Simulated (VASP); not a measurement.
# BaSi2C2 (Cmmm) in VASP: a series of runs, part 2 of 2

VASP 6.6.1. Earlier steps stand in the parts before.

**3. Single point, PBE**

This run uses another cell than the first one, of 22.79 Å³/atom.

INCAR

```
SYSTEM = BaSi2C2
PREC = Accurate
ENCUT = 520
EDIFF = 1E-6
ISMEAR = 0
SIGMA = 0.1
LREAL = .False.
LASPH = .True.
NELM = 80
ALGO = Fast
ISIF = 2
LWAVE = .False.
LCHARG = .False.
GGA = PE
NBANDS = 21
```

KPOINTS

```
regular mesh
0
Gamma
  6 6 4
  0 0 0
```

POSCAR

```
BaSi2C2
1.0
    3.1002591696     -4.4819235529      0.0000000000
    3.1002591696      4.4819235529      0.0000000000
    0.0000000000      0.0000000000      4.1011155638
Ba Si C
1 2 2
Direct
    0.0000000000      0.0000000000      0.5000000000
    0.6265519337      0.3734480663      0.5000000000
    0.3734480663      0.6265519337      0.5000000000
    0.6084119181      0.6084119181      0.0000000000
    0.3915880819      0.3915880819      0.0000000000
```

Potentials or basis: VASP PAW PBE potentials, release 64 (Ba_sv, Si, C).

On the command line:

```console
$ cat potpaw_PBE.64/Ba_sv/POTCAR potpaw_PBE.64/Si/POTCAR potpaw_PBE.64/C/POTCAR > POTCAR
$ mpirun -np 1 vasp_std > vasp.out
```

OUTCAR:

```text
SYSTEM = BaSi2C2
   PREC = Accurate
   ENCUT = 520
   EDIFF = 1E-6
   ISMEAR = 0
   LREAL = .False.
   LASPH = .True.
   NELM = 80
   ISIF = 2
   GGA = PE

 ion  position               nearest neighbor table
   1  0.000  0.000  0.500-   4 3.18   5 3.18   4 3.18   5 3.18   2 3.30   3 3.30   2 3.30   3 3.30
                             2 3.35   3 3.35
   2  0.627  0.373  0.500-   3 2.27   4 2.44   5 2.44   4 2.44   5 2.44   1 3.30   1 3.30   1 3.35

   3  0.373  0.627  0.500-   2 2.27   4 2.44   5 2.44   4 2.44   5 2.44   1 3.30   1 3.30   1 3.35

   4  0.608  0.608  0.000-   5 1.34   3 2.44   2 2.44   2 2.44   3 2.44   1 3.18   1 3.18
   5  0.392  0.392  0.000-   4 1.34   3 2.44   2 2.44   2 2.44   3 2.44   1 3.18   1 3.18

  LATTYP: Found a base centered orthorhombic cell.
 ALAT       =     6.2005183392
 B/A-ratio  =     1.4456609295
 C/A-ratio  =     0.6614149559

  Lattice vectors:

 A1 = (   3.1002591696,  -4.4819235529,   0.0000000000)
 A2 = (   3.1002591696,   4.4819235529,   0.0000000000)
 A3 = (   0.0000000000,   0.0000000000,   4.1011155638)

Analysis of symmetry for initial positions (statically):
=====================================================================
 Subroutine PRICEL returns:
 Original cell was already a primitive cell.

 Routine SETGRP: Setting up the symmetry group for a
 base centered orthorhombic supercell.

 Subroutine GETGRP returns: Found  8 space group operations
 (whereof  8 operations were pure point group operations)
 out of a pool of  8 trial point group operations.

The static configuration has the point symmetry D_2h.

Analysis of symmetry for dynamics (positions and initial velocities):
=====================================================================
 Subroutine PRICEL returns:
 Original cell was already a primitive cell.

 Routine SETGRP: Setting up the symmetry group for a
 base centered orthorhombic supercell.

 Subroutine GETGRP returns: Found  8 space group operations
 (whereof  8 operations were pure point group operations)
 out of a pool of  8 trial point group operations.

The dynamic configuration has the point symmetry D_2h.

 Subroutine INISYM returns: Found  8 space group operations
 (whereof  8 operations are pure point group operations),
 and found     1 'primitive' translations

----------------------------------------------------------------------------------------

                                     Primitive cell

  volume of cell :     113.9710

  direct lattice vectors                    reciprocal lattice vectors
     3.100259170 -4.481923553  0.000000000     0.161276839 -0.111559243  0.000000000
     3.100259170  4.481923553  0.000000000     0.161276839  0.111559243  0.000000000
     0.000000000  0.000000000  4.101115564     0.000000000  0.000000000  0.243836094

  length of vectors
     5.449701428  5.449701428  4.101115564     0.196101208  0.196101208  0.243836094

  position of ions in fractional coordinates (direct lattice)
     0.000000000  0.000000000  0.500000000
     0.626551934  0.373448066  0.500000000
     0.373448066  0.626551934  0.500000000
     0.608411918  0.608411918  0.000000000
     0.391588082  0.391588082  0.000000000

  ion indices of the primitive-cell ions
   primitive index   ion index
                 1           1
[... 33 lines left out ...]
  0.000000  0.000000  0.000000      1.000000
  0.166667 -0.000000  0.000000      4.000000
  0.333333 -0.000000  0.000000      4.000000
  0.500000  0.000000  0.000000      2.000000
  0.166667  0.166667  0.000000      2.000000
  0.333333  0.166667  0.000000      4.000000
[... 16 lines left out ...]
  0.333333  0.333333  0.250000      4.000000
  0.500000  0.333333  0.250000      8.000000
 [... further k-points ...]
   k-points           NKPTS =     39   k-points in BZ     NKDIM =     39   number of bands    NBANDS=     21
   number of dos      NEDOS =    301   number of ions     NIONS =      5
   total plane-waves  NPLWV =  56448
   dimension x,y,z NGX =    42 NGY =   42 NGZ =   32
   dimension x,y,z NGXF=    84 NGYF=   84 NGZF=   64
   ions per type =               1   2   2
   NGX,Y,Z   is equivalent  to a cutoff of  12.81, 12.81, 12.97 a.u.
   NGXF,Y,Z  is equivalent  to a cutoff of  25.62, 25.62, 25.94 a.u.
 SYSTEM =  BaSi2C2
   PREC   = accura    normal or accurate (medium, high low for compatibility)
   ISTART =      0    job   : 0-new  1-cont  2-samecut
   ICHARG =      2    charge: 1-file 2-atom 10-const
   ISPIN  =      1    spin polarized calculation?
   LNONCOLLINEAR =      F non collinear calculations
   LSORBIT =      F    spin-orbit coupling
   LASPH  =      T    aspherical Exc in radial PAW
   ENCUT  =  520.0 eV  38.22 Ry    6.18 a.u.  10.13 10.13  7.63*2*pi/ulx,y,z
   NELM   =     80;   NELMIN=  2; NELMDL= -5     # of ELM steps
   EDIFF  = 0.1E-05   stopping-criterion for ELM
   LREAL  =      F    real-space projection
   EDIFFG = 0.1E-04   stopping-criterion for IOM
   NSW    =      0    number of steps for IOM
   IBRION =     -1    ionic relax: 0-MD 1-quasi-New 2-CG
   NFREE  =      0    steps in history (QN), initial steepest desc. (CG)
   ISIF   =      2    stress and relaxation
   ISYM   =      2    0-nonsym 1-usesym 2-fastsym
   POTIM  = 0.5000    time-step for ionic-motion
   TEBEG  =    0.0;   TEEND  =   0.0 temperature during run
   PSTRESS=    0.0 pullay stress
   NELECT =      26.0000    total number of electrons
   NUPDOWN=      -1.0000    fix difference up-down
   EMIN   =  10.00;   EMAX   =-10.00  energy-range for DOS
   EFERMI =   0.00;   METHOD = LEGACY
   ISMEAR =     0;   SIGMA  =   0.10  broadening in eV -4-tet -1-fermi 0-gaus
   EFERMI_NEDOS =   21; number of points for ismear=-14 and -15
   IALGO  =     68    algorithm
   IMIX   =      4    mixing-type and parameters
     AMIX     =   0.40;   BMIX     =  1.00
     AMIX_MAG =   1.60;   BMIX_MAG =  1.00
  volume/ion in A,a.u.               =      22.79       153.82
  Fermi-wavevector in a.u.,A,eV,Ry     =   1.000310  1.890311 13.614254  1.000619
  Thomas-Fermi vector in A             =   2.132658
   LORBIT       =      0    0 simple, 1 ext, 2 COOP (PROOUT), +10 PAW based schemes
   GGA     = PE    functional components
   LHFCALC =     F    Hartree Fock is set to
   AEXX    =    0.0000 exact exchange contribution
   IVDW    =     0    specifies the selected vdW correction
   LEPSILON=     F    determine dielectric tensor
   LRPA    =     F    only Hartree local field effects (RPA)
 non-spin polarized calculation
 RMM-DIIS sequential band-by-band and
 Gauss-broadening in eV      SIGMA  =   0.10
  energy-cutoff  :      520.00
  volume of cell :      113.97
 maximum number of plane-waves:      3108
 NGX is ok and might be reduce to    42
   NGX = 21   NGY = 21   NGZ = 15

 number of electron      26.0000000 magnetization

 Free energy of the ion-electron system (eV)
  ---------------------------------------------------
  ext. energy  EPLUGINS =         0.00000000
  ---------------------------------------------------
  free energy    TOTEN  =       -26.79263201 eV

  energy without entropy =      -26.78607556  energy(sigma->0) =      -26.78935379

 E-fermi :   3.4510     XC(G=0):  -8.7170

 val. band max:        3.3426054018   @ k =   0.3333   0.3333   0.0000
 cond. band min:       3.4708516708   @ k =   0.3333  -0.0000   0.2500
 fundamental gap:      0.1282462690
 Fermi energy:         3.4509770543

 k-point     1 :       0.0000    0.0000    0.0000
  band No.  band energies     occupation
      1     -24.3549      2.00000
      2     -12.1404      2.00000
      3      -9.7234      2.00000
      4      -9.6408      2.00000
      5      -9.4363      2.00000
      6      -4.0550      2.00000
[... 565 lines left out ...]
     20       7.8572      0.00000
     21       8.5080      0.00000

 [... further k-points ...]

------------------------ aborting loop because EDIFF is reached ----------------------------------------

  FORCE on cell =-STRESS in cart. coord.  units (eV):
  Direction    XX          YY          ZZ          XY          YZ          ZX
  --------------------------------------------------------------------------------------
  -------------------------------------------------------------------------------------
  Total        0.5087801      0.3474687      0.1964781      0.0000000      0.0000000      0.0000000
  in kB        7.1523083      4.8846322      2.7620423      0.0000000      0.0000000      0.0000000
  external PRESSURE =       4.9329943 kB  Pullay stress =       0.0000000 kB

 VOLUME and BASIS-vectors are now :
 -----------------------------------------------------------------------------
  energy-cutoff  :      520.00
  volume of cell :      113.97
      direct lattice vectors                 reciprocal lattice vectors
     3.100259170 -4.481923553  0.000000000     0.161276839 -0.111559243  0.000000000
     3.100259170  4.481923553  0.000000000     0.161276839  0.111559243  0.000000000
     0.000000000  0.000000000  4.101115564     0.000000000  0.000000000  0.243836094

 POSITION                                       TOTAL-FORCE (eV/Angst)
 -----------------------------------------------------------------------------------
      0.00000      0.00000      2.05056        -0.000000      0.000000     -0.000000
      3.10026     -1.13439      2.05056        -0.000000      0.033290      0.000000
      3.10026      1.13439      2.05056        -0.000000     -0.033290     -0.000000
      3.77247      0.00000      0.00000         0.054231      0.000000     -0.000000
      2.42805      0.00000      0.00000        -0.054231      0.000000     -0.000000
 -----------------------------------------------------------------------------------
    total drift:                               -0.000000     -0.000000      0.000000

  FREE ENERGIE OF THE ION-ELECTRON SYSTEM (eV)
  ---------------------------------------------------
  free  energy   TOTEN  =       -26.7926320142 eV

  energy  without entropy=      -26.7860755649  energy(sigma->0) =      -26.78935379
```

OSZICAR:

```text
N       E                     dE             d eps       ncg     rms          rms(c)
DAV:   1     0.117104647280E+03    0.11710E+03   -0.11153E+04  1638   0.105E+03
DAV:   2    -0.188351234397E+02   -0.13594E+03   -0.13083E+03  2268   0.194E+02
DAV:   3    -0.287943444635E+02   -0.99592E+01   -0.98547E+01  2209   0.522E+01
DAV:   4    -0.290658068873E+02   -0.27146E+00   -0.27065E+00  2489   0.826E+00
DAV:   5    -0.290683731189E+02   -0.25662E-02   -0.25657E-02  2136   0.788E-01    0.875E+00
RMM:   6    -0.269013646177E+02    0.21670E+01   -0.46893E+00  1785   0.738E+00    0.451E+00
RMM:   7    -0.268160461410E+02    0.85318E-01   -0.66577E-01  2070   0.361E+00    0.263E+00
RMM:   8    -0.267840446477E+02    0.32001E-01   -0.19294E-01  2000   0.229E+00    0.275E-01
RMM:   9    -0.267903437687E+02   -0.62991E-02   -0.61324E-02  2292   0.108E+00    0.190E-01
RMM:  10    -0.267919825497E+02   -0.16388E-02   -0.77976E-03  2170   0.484E-01    0.560E-02
RMM:  11    -0.267924919278E+02   -0.50938E-03   -0.24071E-03  2405   0.251E-01    0.471E-02
RMM:  12    -0.267926100503E+02   -0.11812E-03   -0.62591E-04  2443   0.121E-01    0.109E-02
RMM:  13    -0.267926253831E+02   -0.15333E-04   -0.17250E-04  2663   0.554E-02    0.895E-03
RMM:  14    -0.267926305153E+02   -0.51322E-05   -0.33984E-05  2517   0.248E-02    0.141E-03
RMM:  15    -0.267926315970E+02   -0.10817E-05   -0.11923E-05  2335   0.126E-02    0.619E-04
RMM:  16    -0.267926320142E+02   -0.41721E-06   -0.34068E-06  1841   0.627E-03
   1 F= -.26792632E+02 E0= -.26789354E+02  d E =-.655645E-02
```

It took 2 min on 1 thread of Oxide Virtual Turin-like, shared host; peak memory 0.25 GiB.

Results:

| Quantity | Value |
| --- | --- |
| Free energy | -26.7926 eV |
| Pressure | 0.5 GPa |
| Largest force | 0.054 eV/Å |
| Band gap on the k mesh | zero (bands 13 and 14 overlap by 2.04 eV) |

Forces in eV/Å, atoms in the order of the input:
```
Ba   0.000  0.000  0.000
Si   0.000  0.033  0.000
Si   0.000 -0.033  0.000
C    0.054  0.000  0.000
C   -0.054  0.000  0.000
```

Caveat: the k points lie up to 0.38 Å⁻¹ apart, too coarse for converged energies and pressures of a metal; spin-orbit coupling is left out, which moves the levels of the heavy elements.

The gap in the log of VASP goes by the Fermi energy; the results here count the filled bands.